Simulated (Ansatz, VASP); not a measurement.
**BiTe: VASP beside Ansatz**

Contents of INCAR:

```
SYSTEM = BiTe
PREC = Accurate ; ENCUT = 520
EDIFF = 1E-7 ; ISMEAR = 0
SIGMA = 0.15 ; LREAL = .False.
LASPH = .True. ; NELM = 100
ALGO = Normal ; ISIF = 2
LWAVE = .False. ; LCHARG = .False.
GGA = PS ; NBANDS = 18
```

File KPOINTS:

```
regular mesh
0
Gamma
  14 14 14
  0 0 0
```

The input POSCAR:

```
BiTe
1.0
    0.0000000000      3.2350000000      3.2350000000
    3.2350000000      0.0000000000      3.2350000000
    3.2350000000      3.2350000000      0.0000000000
Bi Te
1 1
Direct
   -0.0115919629      0.0115919629      0.0115919629
    0.5000000000      0.5000000000      0.5000000000
```

Input for Ansatz:

```yaml
crystal:
  lattice:
    - [0.0, 3.235, 3.235]
    - [3.235, 0.0, 3.235]
    - [3.235, 3.235, 0.0]
  atoms:
    - { symbol: Bi, position: [-0.0115919629, 0.0115919629, 0.0115919629] }
    - { symbol: Te, position: [0.5, 0.5, 0.5] }
basis:
  ecutwfc: 420
kpoints:
  mp_grid: { grid: [14, 14, 14] }
hamiltonian:
  xc: pbesol
scf:
  occupations: { method: gaussian, width: 0.15 }
output:
  forces: true
  stress: true
  eigenvalues: true
  write_density: true
  write_potential: true
  elf: true
  volumetric_format: npy
```

Change from the starting cell: all Bi atoms moved +0.075 Å, as atom 1 along Cartesian [1 0 0].

Alike in both runs: task single point; functional PBEsol; k mesh 14 × 14 × 14; occupations gaussian, width 0.15 eV; no spin polarisation.

```csv
,VASP,Ansatz
version,VASP 6.6.1,Ansatz 0.2.0
potentials or method,"VASP PAW PBE potentials, release 64 (Bi_d, Te), cutoff 520 eV","scalar-relativistic, plane waves, PAW"
valence electrons in the cell,21,31
```

|  | VASP | Ansatz | Ansatz less VASP |
| --- | --- | --- | --- |
| gap on the k mesh at the Fermi level (eV) | none | none | - |
| pressure (GPa) | -1.6 | -1.6 | +0.02 |
| traceless stress, the component that is largest in VASP (GPa) | 0.09 | 0.09 | -0.002 |
| rms of the force components (eV/Å) | 0.100 | 0.099 | -0.0008 |

VASP's potentials were made for PBE, not for PBEsol. Atom by atom the forces differ by 0.001 eV/Å (rms over components). A gap of «none» marks a metal or a gap that the smearing closes. With one functional, cell and mesh, what is left measures potentials, basis and numerics. VASP's potentials hold 21 valence electrons a cell and Ansatz's 31, so a difference there can come from the potentials and not from the codes.

Spin-orbit coupling is off throughout.
